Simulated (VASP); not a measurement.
**KCdCO3F: single point with PBE**

The system is KCdCO3F.

```
K Cd C O F
1.0
     5.13207    0.00000    0.00000
    -2.56603    4.44450    0.00000
     0.00000    0.00000    4.48945
K Cd C O F
1 1 1 3 1
Direct
  0.00000 0.00000 0.00000
  0.66667 0.33333 0.50000
  0.33333 0.66667 0.50000
  0.18786 0.37572 0.50000
  0.18786 0.81214 0.50000
  0.62428 0.81214 0.50000
  0.66667 0.33333 0.00000
```

| Quantity | Value |
| --- | --- |
| Program | VASP 6.6.1 |
| Task | single point |
| Functional | PBE |
| Potentials or basis | VASP PAW PBE potentials, release 64 (K_sv, Cd_sv_GW, C, O, F) |
| Cutoff | 700 eV |
| k mesh | 9 × 9 × 10 |
| Occupations | gaussian, width 0.02 eV |
| Spin | no spin polarisation |

| Quantity | Value |
| --- | --- |
| Pressure | 0.3 GPa |
| Largest force | 0.253 eV/Å |
| Band gap on the k mesh | 1.78 eV |

Forces on the atoms (eV/Å):
```
K    0.000  0.000  0.000
Cd   0.000  0.000  0.000
C    0.000  0.000  0.000
O    0.000 -0.253  0.000
O   -0.219  0.126  0.000
O    0.219  0.126  0.000
F    0.000  0.000  0.000
```

Stress tensor (GPa, compression positive):
```
 0.51  0.00  0.00
 0.00  0.51  0.00
 0.00  0.00 -0.22
```

Levels at points of the mesh, in eV from the valence-band top:
| k point | band 27 | band 28 | band 29 | band 30 | band 31 | band 32 |
| --- | --- | --- | --- | --- | --- | --- |
| (0.00, 0.00, 0.00) | -1.43 | -1.43 | 0.00 | 1.78 | 5.82 | 6.27 |
| (0.00, 0.00, 0.50) | -1.36 | -1.36 | 0.00 | 3.95 | 5.11 | 6.32 |

Wall time 4.8 min on 1 thread of Intel(R) Xeon(R) 6975P-C (Granite Rapids), with other jobs on the host, peak memory 0.64 GiB.

A k mesh can miss the band edges. As with any semilocal functional, this PBE gap is likely too small.
